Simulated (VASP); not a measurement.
# SnO2 (Pnnm) in VASP: further runs

Runs on SnO2. Level: LDA. Tasks: single point.

Program: VASP 6.6.1. These are calculated values, not measurements. Logs are shortened: lines on timing, memory, paths and dates and some standing lists are left out, and cuts for length are marked.

## 1. The cell of the first run

Symmetry: Pnnm, No. 58, orthorhombic system. The conventional cell has a = 4.568 Å, b = 4.569 Å, c = 3.086 Å, α = 90.00°, β = 90.00°, γ = 90.00°. Sn (site symmetry 2/m) has 6 O at 1.89 to 2.15 Å within 2.5 Å. Within 2.5 Å of O (site symmetry m) lie 3 Sn at 1.89 to 2.15 Å and 1 O at 2.20 Å.

## 2. Single point, LDA (atoms shifted along a free coordinate)

INCAR

```
SYSTEM = SnO2
  PREC = Accurate
  ENCUT = 520
  EDIFF = 1E-6
  ISMEAR = 0
  SIGMA = 0.05
  LREAL = .FALSE.
  LASPH = .TRUE.
  NELM = 100
  ALGO = Normal
  ISIF = 2
  LWAVE = .FALSE.
  LCHARG = .TRUE.
  GGA = CA
  LELF = .TRUE.
  LVHAR = .TRUE.
  NBANDS = 35
```

KPOINTS

```
regular mesh
0
G
  6 6 8
  0 0 0
```

POSCAR

```
SnO2
1.0
    4.5684689812      0.0000000000      0.0000000000
    0.0000000000      4.5689536805      0.0000000000
    0.0000000000      0.0000000000      3.0863613216
Sn O
2 4
Direct
    0.5000000000      0.5000000000      0.5000000000
    0.0000000000      0.0000000000      0.0000000000
    0.3059920358      0.3580673078      0.0000000000
    0.8059920358      0.1419326922      0.5000000000
    0.1940079642      0.8580673078      0.5000000000
    0.6940079642      0.6419326922      0.0000000000
```

Potentials or basis: VASP PAW LDA potentials, release 64 (Sn_d, O).

The run is started by

```console
cat potpaw_LDA.64/Sn_d/POTCAR potpaw_LDA.64/O/POTCAR > POTCAR
mpirun -np 1 vasp_std > vasp.out
```

OUTCAR:

```text
SYSTEM = SnO2
   PREC = Accurate
   ENCUT = 520
   EDIFF = 1E-6
   ISMEAR = 0
   LREAL = .FALSE.
   LASPH = .TRUE.
   NELM = 100
   ISIF = 2
   GGA = CA

 ion  position               nearest neighbor table
   1  0.500  0.500  0.500-   3 1.89   6 1.89   3 1.89   6 1.89   5 2.15   4 2.15   2 3.58   2 3.58
                             2 3.58   2 3.58   2 3.58   2 3.58   2 3.58   2 3.58
   2  0.000  0.000  0.000-   4 1.89   5 1.89   4 1.89   5 1.89   3 2.15   6 2.15   1 3.58   1 3.58
                             1 3.58   1 3.58   1 3.58   1 3.58   1 3.58   1 3.58
   3  0.306  0.358  0.000-   1 1.89   1 1.89   2 2.15
   4  0.806  0.142  0.500-   2 1.89   2 1.89   1 2.15
   5  0.194  0.858  0.500-   2 1.89   2 1.89   1 2.15
   6  0.694  0.642  0.000-   1 1.89   1 1.89   2 2.15

  LATTYP: Found a simple orthorhombic cell.
 ALAT       =     3.0863613216
 B/A-ratio  =     1.4802119730
 C/A-ratio  =     1.4803690185

  Lattice vectors:

 A1 = (   0.0000000000,   0.0000000000,   3.0863613216)
 A2 = (   4.5684689812,   0.0000000000,   0.0000000000)
 A3 = (   0.0000000000,   4.5689536805,   0.0000000000)

Analysis of symmetry for initial positions (statically):
=====================================================================
 Subroutine PRICEL returns:
 Original cell was already a primitive cell.

 Routine SETGRP: Setting up the symmetry group for a
 simple orthorhombic supercell.

 Subroutine GETGRP returns: Found  8 space group operations
 (whereof  4 operations were pure point group operations)
 out of a pool of  8 trial point group operations.

The static configuration has the point symmetry C_2h.
 The point group associated with its full space group is D_2h.

Analysis of symmetry for dynamics (positions and initial velocities):
=====================================================================
 Subroutine PRICEL returns:
 Original cell was already a primitive cell.

 Routine SETGRP: Setting up the symmetry group for a
 simple orthorhombic supercell.

 Subroutine GETGRP returns: Found  8 space group operations
 (whereof  4 operations were pure point group operations)
 out of a pool of  8 trial point group operations.

The dynamic configuration has the point symmetry C_2h.
 The point group associated with its full space group is D_2h.

 Subroutine INISYM returns: Found  8 space group operations
 (whereof  4 operations are pure point group operations),
 and found     1 'primitive' translations

----------------------------------------------------------------------------------------

                                     Primitive cell

  volume of cell :      64.4220

  direct lattice vectors                    reciprocal lattice vectors
     4.568468981  0.000000000  0.000000000     0.218891713  0.000000000  0.000000000
     0.000000000  4.568953680  0.000000000     0.000000000  0.218868492  0.000000000
     0.000000000  0.000000000  3.086361322     0.000000000  0.000000000  0.324006134

  length of vectors
     4.568468981  4.568953680  3.086361322     0.218891713  0.218868492  0.324006134

  position of ions in fractional coordinates (direct lattice)
     0.500000000  0.500000000  0.500000000
     0.000000000  0.000000000  0.000000000
     0.305992036  0.358067308  0.000000000
     0.805992036  0.141932692  0.500000000
     0.194007964  0.858067308  0.500000000
     0.694007964  0.641932692  0.000000000

  ion indices of the primitive-cell ions
   primitive index   ion index
                 1           1
                 2           2
                 3           3
                 4           4
                 5           5
                 6           6

----------------------------------------------------------------------------------------

 KPOINTS: regular mesh

Automatic generation of k-mesh.
 Grid dimensions read from file:
 generate k-points for:    6    6    8

 Generating k-lattice:

  Cartesian coordinates                     Fractional coordinates (reciprocal lattice)
     0.036481952  0.000000000  0.000000000     0.166666667  0.000000000  0.000000000
     0.000000000  0.036478082  0.000000000     0.000000000  0.166666667  0.000000000
     0.000000000  0.000000000  0.040500767     0.000000000  0.000000000  0.125000000

  Length of vectors
     0.036481952  0.036478082  0.040500767

  Shift w.r.t. Gamma in fractional coordinates (k-lattice)
     0.000000000  0.000000000  0.000000000

 Subroutine IBZKPT returns following result:
 ===========================================

 Found     80 irreducible k-points:

 Following reciprocal coordinates:
            Coordinates               Weight
  0.000000  0.000000  0.000000      1.000000
  0.166667  0.000000  0.000000      2.000000
  0.333333  0.000000  0.000000      2.000000
  0.500000  0.000000  0.000000      1.000000
  0.000000  0.166667  0.000000      2.000000
  0.166667  0.166667  0.000000      4.000000
[... 16 lines left out ...]
  0.333333  0.166667  0.125000      8.000000
  0.500000  0.166667  0.125000      4.000000
 [... further k-points ...]
   k-points           NKPTS =     80   k-points in BZ     NKDIM =     80   number of bands    NBANDS=     35
   number of dos      NEDOS =    301   number of ions     NIONS =      6
   total plane-waves  NPLWV =  31104
   dimension x,y,z NGX =    36 NGY =   36 NGZ =   24
   dimension x,y,z NGXF=    72 NGYF=   72 NGZF=   48
   ions per type =               2   4
   NGX,Y,Z   is equivalent  to a cutoff of  13.10, 13.10, 12.93 a.u.
   NGXF,Y,Z  is equivalent  to a cutoff of  26.20, 26.20, 25.86 a.u.
 SYSTEM =  SnO2
   PREC   = accura    normal or accurate (medium, high low for compatibility)
   ISTART =      0    job   : 0-new  1-cont  2-samecut
   ICHARG =      2    charge: 1-file 2-atom 10-const
   ISPIN  =      1    spin polarized calculation?
   LNONCOLLINEAR =      F non collinear calculations
   LSORBIT =      F    spin-orbit coupling
   LASPH  =      T    aspherical Exc in radial PAW
   ENCUT  =  520.0 eV  38.22 Ry    6.18 a.u.   8.49  8.50  5.74*2*pi/ulx,y,z
   NELM   =    100;   NELMIN=  2; NELMDL= -5     # of ELM steps
   EDIFF  = 0.1E-05   stopping-criterion for ELM
   LREAL  =      F    real-space projection
   EDIFFG = 0.1E-04   stopping-criterion for IOM
   NSW    =      0    number of steps for IOM
   IBRION =     -1    ionic relax: 0-MD 1-quasi-New 2-CG
   NFREE  =      0    steps in history (QN), initial steepest desc. (CG)
   ISIF   =      2    stress and relaxation
   ISYM   =      2    0-nonsym 1-usesym 2-fastsym
   POTIM  = 0.5000    time-step for ionic-motion
   TEBEG  =    0.0;   TEEND  =   0.0 temperature during run
   PSTRESS=    0.0 pullay stress
   NELECT =      52.0000    total number of electrons
   NUPDOWN=      -1.0000    fix difference up-down
   EMIN   =  10.00;   EMAX   =-10.00  energy-range for DOS
   EFERMI =   0.00;   METHOD = LEGACY
   ISMEAR =     0;   SIGMA  =   0.05  broadening in eV -4-tet -1-fermi 0-gaus
   EFERMI_NEDOS =   21; number of points for ismear=-14 and -15
   IALGO  =     38    algorithm
   IMIX   =      4    mixing-type and parameters
     AMIX     =   0.40;   BMIX     =  1.00
     AMIX_MAG =   1.60;   BMIX_MAG =  1.00
  volume/ion in A,a.u.               =      10.74        72.46
  Fermi-wavevector in a.u.,A,eV,Ry     =   1.524279  2.880470 31.612148  2.323427
  Thomas-Fermi vector in A             =   2.632608
   LORBIT       =      0    0 simple, 1 ext, 2 COOP (PROOUT), +10 PAW based schemes
   GGA     = CA    functional components
   LHFCALC =     F    Hartree Fock is set to
   AEXX    =    0.0000 exact exchange contribution
   IVDW    =     0    specifies the selected vdW correction
   LEPSILON=     F    determine dielectric tensor
   LRPA    =     F    only Hartree local field effects (RPA)
 non-spin polarized calculation
 Gauss-broadening in eV      SIGMA  =   0.05
  energy-cutoff  :      520.00
  volume of cell :       64.42
 maximum number of plane-waves:      1750
 NGX is ok and might be reduce to    36
   NGX = 17   NGY = 17   NGZ = 11

 number of electron      52.0000040 magnetization

 Free energy of the ion-electron system (eV)
  ---------------------------------------------------
  ext. energy  EPLUGINS =         0.00000000
  ---------------------------------------------------
  free energy    TOTEN  =       -39.64325041 eV

  energy without entropy =      -39.64325041  energy(sigma->0) =      -39.64325041

 E-fermi :   7.3651     XC(G=0): -12.3141

 val. band max:        7.0735843067   @ k =   0.0000   0.5000   0.5000
 cond. band min:       9.8205150333   @ k =   0.0000   0.0000   0.0000
 fundamental gap:      2.7469307267
 Fermi energy:         7.3650855913

 k-point     1 :       0.0000    0.0000    0.0000
  band No.  band energies     occupation
      1     -14.3955      2.00000
      2     -14.1422      2.00000
      3     -12.6982      2.00000
      4     -12.6710      2.00000
      5     -12.5210      2.00000
      6     -12.3487      2.00000
[... 27 lines left out ...]
     34      19.6886      0.00000
     35      19.9974      0.00000

 k-point     2 :       0.1667    0.0000    0.0000
  band No.  band energies     occupation
      1     -14.3662      2.00000
      2     -14.1379      2.00000
      3     -12.6953      2.00000
      4     -12.6715      2.00000
      5     -12.5186      2.00000
      6     -12.3379      2.00000
[... 27 lines left out ...]
     34      20.0639      0.00000
     35      20.2424      0.00000

 k-point     3 :       0.3333    0.0000    0.0000
  band No.  band energies     occupation
      1     -14.2900      2.00000
      2     -14.1473      2.00000
      3     -12.6880      2.00000
      4     -12.6740      2.00000
      5     -12.5074      2.00000
      6     -12.3909      2.00000
[... 27 lines left out ...]
     34      20.5178      0.00000
     35      20.9168      0.00000
[... 723 lines left out ...]
 k-point    23 :       0.3333    0.1667    0.1250
  band No.  band energies     occupation
      1     -14.1235      2.00000
      2     -13.9623      2.00000
      3     -13.0417      2.00000
      4     -12.9985      2.00000
      5     -12.4439      2.00000
      6     -12.3512      2.00000
[... 27 lines left out ...]
     34      20.1639      0.00000
     35      20.8358      0.00000

 k-point    24 :       0.5000    0.1667    0.1250
  band No.  band energies     occupation
      1     -14.0367      2.00000
      2     -14.0367      2.00000
      3     -13.0276      2.00000
      4     -13.0276      2.00000
      5     -12.4036      2.00000
      6     -12.4036      2.00000
[... 27 lines left out ...]
     34      19.9388      0.00000
     35      21.1964      0.00000

 [... further k-points ...]

------------------------ aborting loop because EDIFF is reached ----------------------------------------

  FORCE on cell =-STRESS in cart. coord.  units (eV):
  Direction    XX          YY          ZZ          XY          YZ          ZX
  --------------------------------------------------------------------------------------
  -------------------------------------------------------------------------------------
  Total       16.7858251      9.3496954     27.2409521      0.0000000      0.0000000      0.0000000
  in kB      417.4640406    232.5272413    677.4834037      0.0000000      0.0000000      0.0000000
  external PRESSURE =     442.4915618 kB  Pullay stress =       0.0000000 kB

 VOLUME and BASIS-vectors are now :
 -----------------------------------------------------------------------------
  energy-cutoff  :      520.00
  volume of cell :       64.42
      direct lattice vectors                 reciprocal lattice vectors
     4.568468981  0.000000000  0.000000000     0.218891713  0.000000000  0.000000000
     0.000000000  4.568953680  0.000000000     0.000000000  0.218868492  0.000000000
     0.000000000  0.000000000  3.086361322     0.000000000  0.000000000  0.324006134

 POSITION                                       TOTAL-FORCE (eV/Angst)
 -----------------------------------------------------------------------------------
      2.28423      2.28448      1.54318         0.000000      0.000000      0.000000
      0.00000      0.00000      0.00000         0.000000      0.000000      0.000000
      1.39792      1.63599      0.00000        -4.855634     -3.936375      0.000000
      3.68215      0.64848      1.54318        -4.855634      3.936375      0.000000
      0.88632      3.92047      1.54318         4.855634     -3.936375      0.000000
      3.17055      2.93296      0.00000         4.855634      3.936375      0.000000
 -----------------------------------------------------------------------------------
    total drift:                                0.000000     -0.000000      0.000000

  FREE ENERGIE OF THE ION-ELECTRON SYSTEM (eV)
  ---------------------------------------------------
  free  energy   TOTEN  =       -39.6432504097 eV

  energy  without entropy=      -39.6432504097  energy(sigma->0) =      -39.64325041
```

Run time: 2.5 min. Hardware: 1 thread of Intel Xeon 6975P-C (Granite Rapids), shared host; peak memory 0.24 GiB.

Results:

- Free energy: -39.6433 eV
- Pressure: 44.2 GPa
- Largest force: 6.251 eV/Å
- Band gap on the k mesh: 2.75 eV (least direct gap 2.76 eV)

Forces in eV/Å, atoms in the order of the input:
```
Sn   0.000  0.000  0.000
Sn   0.000  0.000  0.000
O   -4.856 -3.936  0.000
O   -4.856  3.936  0.000
O    4.856 -3.936  0.000
O    4.856  3.936  0.000
```

Levels at points of the mesh, in eV from the valence-band top:
```
           k point  band 23  band 24  band 25  band 26  band 27  band 28  band 29  band 30
(0.00, 0.00, 0.00)    -0.65    -0.61    -0.48    -0.01     2.75     6.00     7.08     7.32
(0.50, 0.00, 0.00)    -0.78    -0.78    -0.55    -0.55     5.28     5.28     6.68     6.68
(0.00, 0.50, 0.00)    -0.77    -0.77    -0.73    -0.73     5.53     5.53     7.70     7.70
(0.50, 0.50, 0.00)    -0.87    -0.87    -0.83    -0.83     5.36     5.36     7.71     7.71
(0.00, 0.00, 0.50)    -1.77    -1.77    -1.05    -1.05     8.12     8.12     9.76     9.76
(0.50, 0.00, 0.50)    -1.15    -1.15    -0.10    -0.10     8.36     8.36     8.51     8.51
(0.00, 0.50, 0.50)    -1.31    -1.31     0.00     0.00     7.97     7.97     8.40     8.40
(0.50, 0.50, 0.50)    -1.38    -1.38    -0.82    -0.82     7.45     7.45     8.39     8.39
```

Caveat: the cell differs from its parent crystal (atoms shifted along a free coordinate); the cell stands under pressure; spin-orbit coupling is left out, which moves the levels of the heavy elements; forces of over 1 eV/Å act on the atoms, so gaps and moduli don't describe the material at rest. A k mesh can miss the band edges.

## 3. Single point, LDA (atoms shifted along a free coordinate)

INCAR

```
SYSTEM = SnO2
ALGO = Normal ; EDIFF = 1E-7
ENCUT = 520 ; GGA = CA
ISIF = 2 ; ISMEAR = 0
LASPH = .True. ; LCHARG = .True.
LELF = .True. ; LREAL = .False.
LVHAR = .True. ; LWAVE = .False.
NBANDS = 35 ; NELM = 60
PREC = Accurate ; SIGMA = 0.05
```

KPOINTS

```
k-points
0
Gamma
  6 6 8
  0 0 0
```

POSCAR: that of step 2 with these lines changed.

```diff
@@ -2,5 +2,5 @@
 1.0
-    4.5684689812      0.0000000000      0.0000000000
-    0.0000000000      4.5689536805      0.0000000000
-    0.0000000000      0.0000000000      3.0863613216
+    4.7201335214      0.0000000000      0.0000000000
+    0.0000000000      4.7206343117      0.0000000000
+    0.0000000000      0.0000000000      3.1888226872
 Sn O
```

Potentials or basis: VASP PAW LDA potentials, release 64 (Sn_d, O).

The run is started by

```console
cat potpaw_LDA.64/Sn_d/POTCAR potpaw_LDA.64/O/POTCAR > POTCAR
mpirun -np 1 vasp_std > vasp.out
```

It took 4.3 min on 1 thread of Intel Xeon 8259CL, shared host; peak memory 0.26 GiB.

Results (log left out):

```yaml
Free_energy: -40.7941 eV
Pressure: 13.4 GPa
Largest_force: 4.513 eV/Å
Band_gap_on_the_k_mesh: 1.63 eV
```

Forces on the atoms (eV/Å):
```
Sn   0.000  0.000  0.000
Sn   0.000  0.000  0.000
O   -3.397 -2.971  0.000
O   -3.397  2.971  0.000
O    3.397 -2.971  0.000
O    3.397  2.971  0.000
```

Stress tensor (GPa, compression positive):
```
15.84  0.00  0.00
 0.00  3.21  0.00
 0.00  0.00 21.13
```

Levels at points of the mesh, in eV from the valence-band top:
```
           k point  band 24  band 25  band 26  band 27  band 28  band 29
(0.00, 0.00, 0.00)    -0.53    -0.41     0.00     1.63     5.12     6.49
(0.50, 0.00, 0.00)    -0.94    -0.46    -0.46     4.21     4.21     6.22
(0.00, 0.50, 0.00)    -0.93    -0.69    -0.69     4.47     4.47     7.08
(0.50, 0.50, 0.00)    -1.03    -0.72    -0.72     4.27     4.27     7.07
(0.00, 0.00, 0.50)    -1.48    -0.99    -0.99     6.90     6.90     9.11
(0.50, 0.00, 0.50)    -0.94    -0.25    -0.25     7.25     7.25     7.67
(0.00, 0.50, 0.50)    -1.09    -0.17    -0.17     7.14     7.14     7.26
(0.50, 0.50, 0.50)    -1.24    -0.67    -0.67     6.31     6.31     7.85
```

Caveat: the cell differs from its parent crystal (atoms shifted along a free coordinate); the cell stands under pressure; spin-orbit coupling is left out, which moves the levels of the heavy elements; forces of over 1 eV/Å act on the atoms, so gaps and moduli don't describe the material at rest.
